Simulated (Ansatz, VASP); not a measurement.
SrCl2: VASP beside Ansatz

File POSCAR:

```
SrCl2
1.0
    3.3412731466      3.3412731466      0.0000000000
   -3.3412731466      3.3412731466      0.0000000000
    0.0000000000      3.3412731466      3.3412731466
Sr Cl
1 2
Direct
    0.0000000000      0.0000000000      0.0000000000
    0.2500000000      0.7500000000      0.5000000000
    0.7500000000      0.2500000000      0.5000000000
```

INCAR.step1

```
SYSTEM = SrCl2
PREC = Accurate ; ENCUT = 520
ISMEAR = 0 ; SIGMA = 0.01
LREAL = .False. ; LASPH = .True.
NELM = 60 ; NBANDS = 19
GGA = PE ; ALGO = Normal
EDIFF = 1E-4 ; LWAVE = .True.
LCHARG = .False.
```

INCAR.step2

```
SYSTEM = SrCl2
PREC = Accurate ; ENCUT = 520
EDIFF = 1E-6 ; ISMEAR = 0
SIGMA = 0.01 ; LREAL = .False.
LASPH = .True. ; NELM = 60
ALGO = Normal ; ISIF = 2
LWAVE = .False. ; LCHARG = .False.
METAGGA = R2SCAN ; LMIXTAU = .True.
NBANDS = 19 ; ISTART = 1
```

File KPOINTS:

```
Automatic mesh
0
Gamma
  6 6 6
  0 0 0
```

Input for Ansatz:

```yaml
crystal:
  lattice:
    - [3.34127314663, 3.34127314663, 0.0]
    - [-3.34127314663, 3.34127314663, 0.0]
    - [0.0, 3.34127314663, 3.34127314663]
  atoms:
    - { symbol: Sr, position: [0.0, 0.0, 0.0] }
    - { symbol: Cl, position: [0.25, 0.75, 0.5] }
    - { symbol: Cl, position: [0.75, 0.25, 0.5] }
kpoints:
  mp_grid: { grid: [6, 6, 6] }
scf:
  occupations: { method: fixed }
  convergence: { dr2_threshold: 1.0e-10 }
hamiltonian:
  xc: r2scan
  pseudopotentials: { kind: paw }
output:
  forces: true
  stress: true
  eigenstates:
    kpoints:
      - [0.0, 0.0, 0.0]
      - [-0.5, 0.5, 0.0]
      - [-0.5, -0.5, -0.5]
      - [0.0, 0.0, -0.5]
      - [0.0, -0.5, -0.5]
      - [0.0, 0.5, 0.0]
      - [-0.5, 0.0, 0.0]
      - [-0.5, 0.0, -0.5]
  eigenvalues: true
```

Alike in both runs: task single point; functional r2SCAN; k mesh 6 × 6 × 6; no spin polarisation.

|  | VASP | Ansatz |
| --- | --- | --- |
| version | VASP 6.6.1 | Ansatz 0.2.0 |
| potentials or method | VASP PAW PBE potentials, release 64 (Sr_sv, Cl) | PAW with Ansatz's default frozen-core files, scalar-relativistic |
| plane-wave cutoff (eV) | 520 | 500 |
| occupations | gaussian, width 0.01 eV | fixed |
| valence electrons in the cell | 24 | 24 |

|  | VASP | Ansatz | Ansatz less VASP |
| --- | --- | --- | --- |
| gap on the k mesh at the Fermi level (eV) | 5.88 | 5.88 | -0.002 |
| pressure (GPa) | 7.1 | 7.0 | -0.11 |

VASP's potentials were made for PBE, not for r2SCAN.
